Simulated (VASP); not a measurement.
# Si (a cell with a defect) in VASP: notebook, part 2 of 2

VASP 6.6.1. The steps go on from the part before.

## (3) Relaxation of the atoms, LDA (atoms taken out)

Input file INCAR:

```
SYSTEM = Si
PREC = Accurate
ENCUT = 520
EDIFF = 1E-6
ISMEAR = 0
SIGMA = 0.02
LREAL = Auto
LASPH = .True.
NELM = 80
ALGO = Normal
ISIF = 2
LWAVE = .False.
LCHARG = .False.
GGA = CA
IBRION = 2
NSW = 80
EDIFFG = -0.02
```

Input file KPOINTS:

```
Automatic mesh
0
Gamma
  3 3 3
  0 0 0
```

Input file POSCAR:

```
Si
1.0
    0.0000000000      5.4019422852     -5.4019422852
    5.4019422852      5.4019422852      0.0000000000
    5.4019422852      0.0000000000     -5.4019422852
Si
15
Direct
    0.1250000000      0.1250000000      0.1250000000
    0.1250000000      0.6250000000      0.1250000000
    0.6250000000      0.1250000000      0.1250000000
    0.6250000000      0.6250000000      0.1250000000
    0.1250000000      0.1250000000      0.6250000000
    0.1250000000      0.6250000000      0.6250000000
    0.6250000000      0.1250000000      0.6250000000
    0.6250000000      0.6250000000      0.6250000000
    0.2500000000      0.7500000000      0.2500000000
    0.2500000000      0.2500000000      0.2500000000
    0.7500000000      0.7500000000      0.2500000000
    0.2500000000      0.7500000000      0.7500000000
    0.2500000000      0.2500000000      0.7500000000
    0.7500000000      0.7500000000      0.7500000000
    0.7500000000      0.2500000000      0.7500000000
```

Potentials or basis: VASP PAW LDA potentials, release 64 (Si).

On the command line:

```
$ cat potpaw_LDA.64/Si/POTCAR > POTCAR
$ mpirun -np 1 vasp_std > vasp.out
```

OUTCAR:

```text
SYSTEM = Si
   PREC = Accurate
   ENCUT = 520
   EDIFF = 1E-6
   ISMEAR = 0
   LREAL = Auto
   LASPH = .True.
   NELM = 80
   ISIF = 2
   GGA = CA
   IBRION = 2
   NSW = 80
   EDIFFG = -0.02

 ion  position               nearest neighbor table
   1  0.125  0.125  0.125-   9 2.34  13 2.34  10 2.34
   2  0.125  0.625  0.125-  10 2.34  11 2.34  12 2.34   9 2.34
   3  0.625  0.125  0.125-  10 2.34  11 2.34  15 2.34
   4  0.625  0.625  0.125-   9 2.34  14 2.34  11 2.34
   5  0.125  0.125  0.625-  10 2.34  12 2.34  15 2.34  13 2.34
   6  0.125  0.625  0.625-   9 2.34  13 2.34  14 2.34  12 2.34
   7  0.625  0.125  0.625-  13 2.34  14 2.34  15 2.34
   8  0.625  0.625  0.625-  11 2.34  12 2.34  15 2.34  14 2.34
   9  0.250  0.750  0.250-   1 2.34   4 2.34   6 2.34   2 2.34
[... 206 lines left out ...]
  -------------------------------------------------------------------------------------
  Total       -3.1656335     -3.1656335     -3.1656335     -0.0000000     -0.0000000      0.0000000
  in kB      -16.0876053    -16.0876053    -16.0876053     -0.0000000     -0.0000000      0.0000000
  external PRESSURE =     -16.0876053 kB  Pullay stress =       0.0000000 kB
[... 183 lines left out ...]
--------------------------------------- Ionic step        5  -------------------------------------------

 number of electron      59.9999999 magnetization

 Free energy of the ion-electron system (eV)
  ---------------------------------------------------
  ext. energy  EPLUGINS =         0.00000000
  ---------------------------------------------------
  free energy    TOTEN  =       -86.17449834 eV

  energy without entropy =      -86.17257107  energy(sigma->0) =      -86.17353471

 E-fermi :   5.3447     XC(G=0):  -9.4309

 val. band max:        5.0167988298   @ k =   0.3333   0.3333   0.0000
 cond. band min:       5.3642922065   @ k =  -0.3333   0.3333   0.0000
 fundamental gap:      0.3474933767
 Fermi energy:         5.3447337160

 k-point     1 :       0.0000    0.0000    0.0000
  band No.  band energies     occupation
      1      -6.5411      2.00000
      2      -4.3159      2.00000
      3      -4.3159      2.00000
      4      -4.3159      2.00000
      5      -3.7248      2.00000
      6      -2.5340      2.00000
[... 195 lines left out ...]
  FREE ENERGIE OF THE ION-ELECTRON SYSTEM (eV)
  ---------------------------------------------------
  free  energy   TOTEN  =       -86.1744983371 eV

  energy  without entropy=      -86.1725710743  energy(sigma->0) =      -86.17353471

 reached required accuracy - stopping structural energy minimisation
```

OSZICAR:

```text
N       E                     dE             d eps       ncg     rms          rms(c)
DAV:   1     0.156828197380E+03    0.15683E+03   -0.23326E+04   304   0.130E+03
DAV:   2    -0.719581246090E+02   -0.22879E+03   -0.22082E+03   368   0.182E+02
DAV:   3    -0.878390192228E+02   -0.15881E+02   -0.15645E+02   400   0.440E+01
[... 36 lines left out ...]
DAV:   1    -0.861744796171E+02   -0.23395E-03   -0.11157E-02   340   0.419E-01    0.444E-02
DAV:   2    -0.861745057131E+02   -0.26096E-04   -0.67948E-04   392   0.103E-01    0.187E-02
DAV:   3    -0.861745006302E+02    0.50829E-05   -0.29052E-05   392   0.230E-02    0.126E-02
DAV:   4    -0.861744985175E+02    0.21127E-05   -0.41825E-06   352   0.842E-03    0.415E-03
DAV:   5    -0.861744983371E+02    0.18048E-06   -0.12055E-06   224   0.460E-03
   5 F= -.86174498E+02 E0= -.86173535E+02  d E =-.340623E-02
```

CONTCAR:

```text
Si
   1.00000000000000
     0.0000000000000000    5.4019422851999996   -5.4019422851999996
     5.4019422851999996    5.4019422851999996    0.0000000000000000
     5.4019422851999996    0.0000000000000000   -5.4019422851999996
  Si
    15
Direct
[... 19 lines left out ...]
  0.00000000E+00  0.00000000E+00  0.00000000E+00
  0.00000000E+00  0.00000000E+00  0.00000000E+00
  0.00000000E+00  0.00000000E+00  0.00000000E+00
  0.00000000E+00  0.00000000E+00  0.00000000E+00
  0.00000000E+00  0.00000000E+00  0.00000000E+00
  0.00000000E+00  0.00000000E+00  0.00000000E+00
  0.00000000E+00  0.00000000E+00  0.00000000E+00
  0.00000000E+00  0.00000000E+00  0.00000000E+00
  0.00000000E+00  0.00000000E+00  0.00000000E+00
  0.00000000E+00  0.00000000E+00  0.00000000E+00
  0.00000000E+00  0.00000000E+00  0.00000000E+00
  0.00000000E+00  0.00000000E+00  0.00000000E+00
```

Wall time 2 min (1 thread of Intel Xeon 6975P-C (Granite Rapids), shared host); peak memory 0.36 GiB.

Results:

```
Free energy                  : -86.1745 eV
Energy gained by relaxing    : 1.0 meV/atom
Ionic steps                  : 5
Pressure after relaxing      : -2.1 GPa
Largest force after relaxing : 0.015 eV/Å
Band gap on the k mesh       : zero (bands 30 and 31 overlap by 0.72 eV)
```

Forces on the atoms (eV/Å):
```
Si  -0.008  0.008 -0.008
Si   0.008 -0.008 -0.008
Si  -0.008 -0.008  0.008
Si   0.008  0.008  0.008
Si   0.008  0.008  0.008
Si  -0.008 -0.008  0.008
Si   0.008 -0.008 -0.008
Si  -0.008  0.008 -0.008
Si   0.000  0.013  0.000
Si  -0.013  0.000  0.000
Si   0.000  0.000  0.013
Si   0.000  0.000  0.000
Si   0.000  0.000 -0.013
Si   0.013  0.000  0.000
Si   0.000 -0.013  0.000
```

Step by step:
```csv
step,energy change (eV),largest force (eV/Å),pressure (GPa)
1,0.0000,0.1955,-1.61
2,-0.0069,0.1430,-1.72
3,-0.0122,0.1082,-1.95
4,-0.0153,0.0368,-2.05
5,-0.0156,0.0146,-2.09
```

Final structure:
```yaml
crystal:
  lattice:
    - [0.00000, 5.40194, -5.40194]
    - [5.40194, 5.40194, 0.00000]
    - [5.40194, 0.00000, -5.40194]
  atoms:
    - { symbol: Si, position: [0.11823, 0.12726, 0.12726] }
    - { symbol: Si, position: [0.12499, 0.62499, 0.12504] }
    - { symbol: Si, position: [0.62726, 0.12726, 0.12726] }
    - { symbol: Si, position: [0.62726, 0.61823, 0.12726] }
    - { symbol: Si, position: [0.12499, 0.12504, 0.62499] }
    - { symbol: Si, position: [0.12499, 0.62499, 0.62499] }
    - { symbol: Si, position: [0.62726, 0.12726, 0.61823] }
    - { symbol: Si, position: [0.62504, 0.62499, 0.62499] }
    - { symbol: Si, position: [0.24984, 0.74984, 0.25016] }
    - { symbol: Si, position: [0.24984, 0.25016, 0.25016] }
    - { symbol: Si, position: [0.75016, 0.74984, 0.25016] }
    - { symbol: Si, position: [0.25000, 0.75000, 0.75000] }
    - { symbol: Si, position: [0.24984, 0.25016, 0.74984] }
    - { symbol: Si, position: [0.75016, 0.74984, 0.74984] }
    - { symbol: Si, position: [0.75016, 0.25016, 0.74984] }
```

Caveat: the cell differs from its parent crystal (atoms taken out).
